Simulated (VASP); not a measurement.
Input of a VASP 6.6.1 run:

The input INCAR:

```
PREC = Accurate
ENCUT = 600
EDIFF = 1E-6
ISMEAR = -1
SIGMA = 0.05
LREAL = False
LASPH = True
NELM = 80
ALGO = Normal
ISIF = 3
LWAVE = False
LCHARG = False
GGA = PE
IBRION = 2
NSW = 60
EDIFFG = -0.01
PSTRESS = 300.0
```

The input KPOINTS:

```
regular mesh
0
Gamma
  9 9 9
```

Contents of POSCAR:

```
As
1.0
    1.8807968987      1.0858785957      3.5140619945
   -1.8807968987      1.0858785957      3.5140619945
    0.0000000000     -2.1717571915      3.5140619945
As
2
Direct
    0.2260000000      0.2260000000      0.2260000000
    0.7740000000      0.7740000000      0.7740000000
```

Potentials or basis: VASP PAW PBE potentials, release 64 (As).

Launch:

```bash
$ cat potpaw_PBE.64/As/POTCAR > POTCAR
$ mpirun -np 1 vasp_std > vasp.out
```

**Question.** What does it give for the band gap on the k mesh?

**Answer.** Zero (band 5 reaches 8.69 eV, above the bottom of band 6 at 7.97 eV).

**Question.** What does it give for the space group after relaxing (to 0.05 Å)?

**Answer.** R-3m (No. 166).

The path:
```
step  energy change (eV)  largest force (eV/Å)  pressure (GPa)  volume (Å³)
   1              0.0000                0.4890            4.04        43.06
   2              5.2524                7.0931          143.05        24.77
   3              0.6462                2.1357           27.57        35.53
   4              0.7356                2.2904           30.07        35.01
   5              0.7890                0.6377           31.79        33.04
   6              0.9081                0.2252           33.67        32.25
   7              0.9385                0.1688           34.30        32.08
   8              0.5870                0.1885           23.01        34.03
   9              0.7815                0.0031           29.41        32.85
  10              0.7765                0.0029           29.39        32.85
  11              0.7747                0.0164           29.32        32.83
  12              0.7854                0.0274           29.41        32.79
  13              0.7763                0.0227           29.31        32.82
  14              0.8522                0.0790           31.56        32.42
  15              0.8013                0.0414           30.06        32.69
  16              0.8046                0.0339           30.05        32.67
  17              0.8146                0.0102           30.08        32.61
  18              0.8177                0.0018           30.10        32.60
  19              0.8024                0.0102           29.59        32.68
  20              0.8138                0.0013           29.97        32.62
  21              0.8134                0.0016           29.96        32.62
  22              0.8152                0.0007           30.00        32.61
```

Caveat: the cell is relaxed towards a set pressure, so the enthalpy falls and the energy may rise; the volume moved by over 15 % at a fixed basis, so the end points are rough.
